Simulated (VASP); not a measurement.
## BiPbIO2: single point with LDA

Crystal: BiPbIO2.

```
Bi Pb I O
1.0
    -1.98512    1.98512    6.70390
     1.98512   -1.98512    6.70390
     1.98512    1.98512   -6.70390
Bi Pb I O
1 1 1 2
Direct
  0.33683 0.33683 0.00000
  0.65911 0.65911 0.00000
  0.99132 0.99132 0.00000
  0.75637 0.25637 0.50000
  0.25637 0.75637 0.50000
```

```
Program             : VASP 6.6.1
Task                : single point
Functional          : LDA
Potentials or basis : VASP PAW LDA potentials, release 64 (Bi_d, Pb_d, I, O)
Cutoff              : 520 eV
k mesh              : 8 × 8 × 8
Occupations         : gaussian, width 0.1 eV
Spin                : no spin polarisation
```

```yaml
Pressure: 0.2 GPa
Largest_force: 0.091 eV/Å
Band_gap_on_the_k_mesh: 1.64 eV (least direct gap 2.14 eV)
```

Forces on the atoms (eV/Å):
```
Bi   0.000  0.000  0.091
Pb   0.000  0.000 -0.062
I    0.000  0.000 -0.002
O    0.000  0.000 -0.013
O    0.000  0.000 -0.013
```

Stress tensor (GPa, compression positive):
```
0.24 0.00 0.00
0.00 0.24 0.00
0.00 0.00 0.07
```

Levels at points of the mesh, in eV from the valence-band top:
```
           k point  band 20  band 21  band 22  band 23  band 24  band 25  band 26  band 27  band 28  band 29
(0.00, 0.00, 0.00)    -1.83    -1.83    -0.78    -0.78    -0.50     1.64     4.62     5.26     5.26     5.98
(0.50, 0.00, 0.00)    -2.82    -1.47    -1.28    -0.22    -0.14     3.48     4.37     4.86     5.34     5.66
(0.50, 0.50, 0.00)    -2.21    -2.04    -1.45    -1.16    -0.90     1.88     3.90     4.22     4.26     6.49
(0.50, 0.50, 0.50)    -1.81    -1.47    -0.61    -0.61    -0.44     1.83     3.94     4.19     4.19     5.76
```

Run time: 7 min on 1 thread of Intel(R) Xeon(R) Platinum 8488C (Sapphire Rapids) (shared host), peak memory 0.44 GiB.

Caveat: spin-orbit coupling is left out, which moves the levels of the heavy elements. A k mesh can miss the band edges.
